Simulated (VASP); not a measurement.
# Pb (P6/mmm) in VASP: further runs

Pb is run at these levels: PBE; tasks: single point.

Everything below comes from runs of VASP 6.6.1. Logs are shortened: lines on timing, memory, paths and dates and some standing lists are left out, and cuts for length are marked.

## Step 1: The cell of the first run

The structure is hexagonal, space group P6/mmm (No. 191). The conventional cell has a = 3.045 Å, b = 3.045 Å, c = 2.886 Å, α = 90.00°, β = 90.00°, γ = 120.00°. Within 3.8 Å of Pb (site symmetry 6/mmm) lie 8 Pb at 2.89 to 3.04 Å.

## Step 2: Single point, PBE (volume scaled by 0.7)

The input, INCAR:

```
SYSTEM = Pb
PREC = Accurate
ENCUT = 520
EDIFF = 1E-6
ISMEAR = -1
SIGMA = 0.1
LREAL = .False.
LASPH = .True.
NELM = 100
ALGO = Normal
ISIF = 2
LWAVE = .False.
LCHARG = .False.
GGA = PE
NBANDS = 13
```

The input, KPOINTS:

```
Automatic mesh
0
Gamma
  13 13 12
  0 0 0
```

The input, POSCAR:

```
Pb
1.0
    3.0447443335      0.0000000000      0.0000000000
   -1.5223721667      2.6368259408      0.0000000000
    0.0000000000      0.0000000000      2.8863357646
Pb
1
Direct
    0.0000000000      0.0000000000      0.0000000000
```

Potentials or basis: VASP PAW PBE potentials, release 64 (Pb_d).

Launch:

```bash
> cat potpaw_PBE.64/Pb_d/POTCAR > POTCAR
> mpirun -np 1 vasp_std > vasp.out
```

OUTCAR:

```text
SYSTEM = Pb
   PREC = Accurate
   ENCUT = 520
   EDIFF = 1E-6
   ISMEAR = -1
   LREAL = .False.
   LASPH = .True.
   NELM = 100
   ISIF = 2
   GGA = PE

 ion  position               nearest neighbor table
   1  0.000  0.000  0.000-

  LATTYP: Found a hexagonal cell.
 ALAT       =     3.0447443335
 C/A-ratio  =     0.9479731132

  Lattice vectors:

 A1 = (   3.0447443335,   0.0000000000,   0.0000000000)
 A2 = (  -1.5223721667,   2.6368259408,   0.0000000000)
 A3 = (   0.0000000000,   0.0000000000,   2.8863357646)

Analysis of symmetry for initial positions (statically):
=====================================================================
 Subroutine PRICEL returns:
 Original cell was already a primitive cell.

 Routine SETGRP: Setting up the symmetry group for a
 hexagonal supercell.

 Subroutine GETGRP returns: Found 24 space group operations
 (whereof 24 operations were pure point group operations)
 out of a pool of 24 trial point group operations.

The static configuration has the point symmetry D_6h.

Analysis of symmetry for dynamics (positions and initial velocities):
=====================================================================
 Subroutine PRICEL returns:
 Original cell was already a primitive cell.

 Routine SETGRP: Setting up the symmetry group for a
 hexagonal supercell.

 Subroutine GETGRP returns: Found 24 space group operations
 (whereof 24 operations were pure point group operations)
 out of a pool of 24 trial point group operations.

The dynamic configuration has the point symmetry D_6h.

 Subroutine INISYM returns: Found 24 space group operations
 (whereof 24 operations are pure point group operations),
 and found     1 'primitive' translations

----------------------------------------------------------------------------------------

                                     Primitive cell

  volume of cell :      23.1728

  direct lattice vectors                    reciprocal lattice vectors
     3.044744334  0.000000000  0.000000000     0.328434801  0.189621921  0.000000000
    -1.522372167  2.636825941  0.000000000     0.000000000  0.379243842  0.000000000
     0.000000000  0.000000000  2.886335765     0.000000000  0.000000000  0.346460038

  length of vectors
     3.044744334  3.044744333  2.886335765     0.379243842  0.379243842  0.346460038

  position of ions in fractional coordinates (direct lattice)
     0.000000000  0.000000000  0.000000000

  ion indices of the primitive-cell ions
   primitive index   ion index
                 1           1

----------------------------------------------------------------------------------------

 KPOINTS: Automatic mesh

Automatic generation of k-mesh.
 Grid dimensions read from file:
 generate k-points for:   13   13   12

 Generating k-lattice:

  Cartesian coordinates                     Fractional coordinates (reciprocal lattice)
     0.025264215  0.014586302  0.000000000     0.076923077  0.000000000  0.000000000
     0.000000000  0.029172603  0.000000000     0.000000000  0.076923077  0.000000000
     0.000000000  0.000000000  0.028871670     0.000000000  0.000000000  0.083333333

  Length of vectors
     0.029172603  0.029172603  0.028871670

  Shift w.r.t. Gamma in fractional coordinates (k-lattice)
     0.000000000  0.000000000  0.000000000

 Subroutine IBZKPT returns following result:
 ===========================================

 Found    147 irreducible k-points:

 Following reciprocal coordinates:
            Coordinates               Weight
  0.000000  0.000000  0.000000      1.000000
  0.076923  0.000000  0.000000      6.000000
  0.153846 -0.000000  0.000000      6.000000
  0.230769 -0.000000  0.000000      6.000000
  0.307692 -0.000000  0.000000      6.000000
  0.384615  0.000000  0.000000      6.000000
[... 16 lines left out ...]
  0.076923  0.000000  0.083333     12.000000
  0.153846 -0.000000  0.083333     12.000000
 [... further k-points ...]
   k-points           NKPTS =    147   k-points in BZ     NKDIM =    147   number of bands    NBANDS=     13
   number of dos      NEDOS =    301   number of ions     NIONS =      1
   total plane-waves  NPLWV =  13824
   dimension x,y,z NGX =    24 NGY =   24 NGZ =   24
   dimension x,y,z NGXF=    48 NGYF=   48 NGZF=   48
   ions per type =               1
   NGX,Y,Z   is equivalent  to a cutoff of  13.10, 13.10, 13.82 a.u.
   NGXF,Y,Z  is equivalent  to a cutoff of  26.21, 26.21, 27.65 a.u.
 SYSTEM =  Pb
   PREC   = accura    normal or accurate (medium, high low for compatibility)
   ISTART =      0    job   : 0-new  1-cont  2-samecut
   ICHARG =      2    charge: 1-file 2-atom 10-const
   ISPIN  =      1    spin polarized calculation?
   LNONCOLLINEAR =      F non collinear calculations
   LSORBIT =      F    spin-orbit coupling
   LASPH  =      T    aspherical Exc in radial PAW
   ENCUT  =  520.0 eV  38.22 Ry    6.18 a.u.   5.66  5.66  5.37*2*pi/ulx,y,z
   NELM   =    100;   NELMIN=  2; NELMDL= -5     # of ELM steps
   EDIFF  = 0.1E-05   stopping-criterion for ELM
   LREAL  =      F    real-space projection
   EDIFFG = 0.1E-04   stopping-criterion for IOM
   NSW    =      0    number of steps for IOM
   IBRION =     -1    ionic relax: 0-MD 1-quasi-New 2-CG
   NFREE  =      0    steps in history (QN), initial steepest desc. (CG)
   ISIF   =      2    stress and relaxation
   ISYM   =      2    0-nonsym 1-usesym 2-fastsym
   POTIM  = 0.5000    time-step for ionic-motion
   TEBEG  =    0.0;   TEEND  =   0.0 temperature during run
   PSTRESS=    0.0 pullay stress
   NELECT =      14.0000    total number of electrons
   NUPDOWN=      -1.0000    fix difference up-down
   EMIN   =  10.00;   EMAX   =-10.00  energy-range for DOS
   EFERMI =   0.00;   METHOD = LEGACY
   ISMEAR =    -1;   SIGMA  =   0.10  broadening in eV -4-tet -1-fermi 0-gaus
   EFERMI_NEDOS =   21; number of points for ismear=-14 and -15
   IALGO  =     38    algorithm
   IMIX   =      4    mixing-type and parameters
     AMIX     =   0.40;   BMIX     =  1.00
     AMIX_MAG =   1.60;   BMIX_MAG =  1.00
  volume/ion in A,a.u.               =      23.17       156.38
  Fermi-wavevector in a.u.,A,eV,Ry     =   1.383963  2.615311 26.059965  1.915353
  Thomas-Fermi vector in A             =   2.508512
   LORBIT       =      0    0 simple, 1 ext, 2 COOP (PROOUT), +10 PAW based schemes
   GGA     = PE    functional components
   LHFCALC =     F    Hartree Fock is set to
   AEXX    =    0.0000 exact exchange contribution
   IVDW    =     0    specifies the selected vdW correction
   LEPSILON=     F    determine dielectric tensor
   LRPA    =     F    only Hartree local field effects (RPA)
 non-spin polarized calculation
  energy-cutoff  :      520.00
  volume of cell :       23.17
 maximum number of plane-waves:       638
 NGX is ok and might be reduce to    24
   NGX = 11   NGY = 11   NGZ = 11

 number of electron      14.0000003 magnetization

 Free energy of the ion-electron system (eV)
  ---------------------------------------------------
  ext. energy  EPLUGINS =         0.00000000
  ---------------------------------------------------
  free energy    TOTEN  =        -2.76778846 eV

  energy without entropy =       -2.75694531  energy(sigma->0) =       -2.76236689

 E-fermi :  10.7637     XC(G=0): -11.4900

 val. band max:       10.7543982846   @ k =   0.3846   0.2308   0.2500
 cond. band min:      10.7941121949   @ k =   0.3077  -0.0000   0.2500
 fundamental gap:      0.0397139103
 Fermi energy:        10.7637372015

 k-point     1 :       0.0000    0.0000    0.0000
  band No.  band energies     occupation
      1      -7.5312      2.00000
      2      -6.8658      2.00000
      3      -6.8658      2.00000
      4      -6.1538      2.00000
      5      -6.1538      2.00000
      6      -3.3796      2.00000
      7      16.4901      0.00000
      8      19.4481      0.00000
      9      19.4481      0.00000
     10      20.7460      0.00000
     11      21.3160      0.00000
     12      25.0610      0.00000
     13      25.2184      0.00000

 k-point     2 :       0.0769    0.0000    0.0000
  band No.  band energies     occupation
      1      -7.5097      2.00000
      2      -6.8788      2.00000
      3      -6.8241      2.00000
      4      -6.1748      2.00000
      5      -6.1585      2.00000
      6      -3.2346      2.00000
      7      16.6755      0.00000
      8      17.9565      0.00000
      9      18.9572      0.00000
     10      20.5163      0.00000
     11      21.4133      0.00000
     12      25.5058      0.00000
     13      25.8036      0.00000

 k-point     3 :       0.1538   -0.0000    0.0000
  band No.  band energies     occupation
      1      -7.4565      2.00000
      2      -6.9136      2.00000
      3      -6.7067      2.00000
      4      -6.2326      2.00000
      5      -6.1716      2.00000
      6      -2.7910      2.00000
      7      15.2178      0.00000
      8      17.2189      0.00000
      9      17.8869      0.00000
     10      20.1887      0.00000
     11      21.5414      0.00000
     12      26.5436      0.00000
     13      27.1229      0.00000
[... 305 lines left out ...]
 k-point    23 :       0.0769    0.0000    0.0833
  band No.  band energies     occupation
      1      -7.4469      2.00000
      2      -6.8743      2.00000
      3      -6.8199      2.00000
      4      -6.2037      2.00000
      5      -6.1860      2.00000
      6      -3.0953      2.00000
      7      15.1751      0.00000
      8      18.1485      0.00000
      9      19.1567      0.00000
     10      20.6268      0.00000
     11      23.0299      0.00000
     12      25.4753      0.00000
     13      25.8318      0.00000

 k-point    24 :       0.1538   -0.0000    0.0833
  band No.  band energies     occupation
      1      -7.3912      2.00000
      2      -6.9071      2.00000
      3      -6.7029      2.00000
      4      -6.2651      2.00000
      5      -6.1996      2.00000
      6      -2.6533      2.00000
      7      15.3573      0.00000
      8      15.6845      0.00000
      9      18.0729      0.00000
     10      20.3125      0.00000
     11      23.1546      0.00000
     12      26.5158      0.00000
     13      27.1847      0.00000

 [... further k-points ...]
[... 5 lines left out ...]
  --------------------------------------------------------------------------------------
  -------------------------------------------------------------------------------------
  Total        4.6353822      4.6353822      4.6373230      0.0000000     -0.0000000      0.0000000
  in kB      320.4918505    320.4918505    320.6260335      0.0000000     -0.0000000      0.0000000
  external PRESSURE =     320.5365782 kB  Pullay stress =       0.0000000 kB

 VOLUME and BASIS-vectors are now :
 -----------------------------------------------------------------------------
  energy-cutoff  :      520.00
  volume of cell :       23.17
      direct lattice vectors                 reciprocal lattice vectors
     3.044744334  0.000000000  0.000000000     0.328434801  0.189621921  0.000000000
    -1.522372167  2.636825941  0.000000000     0.000000000  0.379243842  0.000000000
     0.000000000  0.000000000  2.886335765     0.000000000  0.000000000  0.346460038

 POSITION                                       TOTAL-FORCE (eV/Angst)
 -----------------------------------------------------------------------------------
      0.00000      0.00000      0.00000        -0.000000      0.000000      0.000000
 -----------------------------------------------------------------------------------
    total drift:                                0.000000      0.000000      0.000000

  FREE ENERGIE OF THE ION-ELECTRON SYSTEM (eV)
  ---------------------------------------------------
  free  energy   TOTEN  =        -2.7677884589 eV

  energy  without entropy=       -2.7569453131  energy(sigma->0) =       -2.76236689
```

Wall time 13 s (1 thread of Intel Xeon 6975P-C, shared host); peak memory 0.17 GiB.

What came out:

```yaml
Free_energy: -2.7678 eV
Pressure: 32.1 GPa
Band_gap_on_the_k_mesh: zero (band 7 reaches 16.68 eV, above the bottom of band 8 at 8.20 eV)
```

Levels at points of the mesh, in eV from the Fermi level:
```csv
k point,band 4,band 5,band 6,band 7,band 8,band 9,band 10,band 11
"(0.00, 0.00, 0.00)",-16.92,-16.92,-14.14,5.73,8.68,8.68,9.98,10.55
"(0.00, 0.00, 0.50)",-17.31,-17.31,-9.92,-6.24,12.20,12.72,13.27,13.27
```

Caveat: spin-orbit coupling is left out, which moves the levels of the heavy elements.

(Part 1 of 2 ends here.)
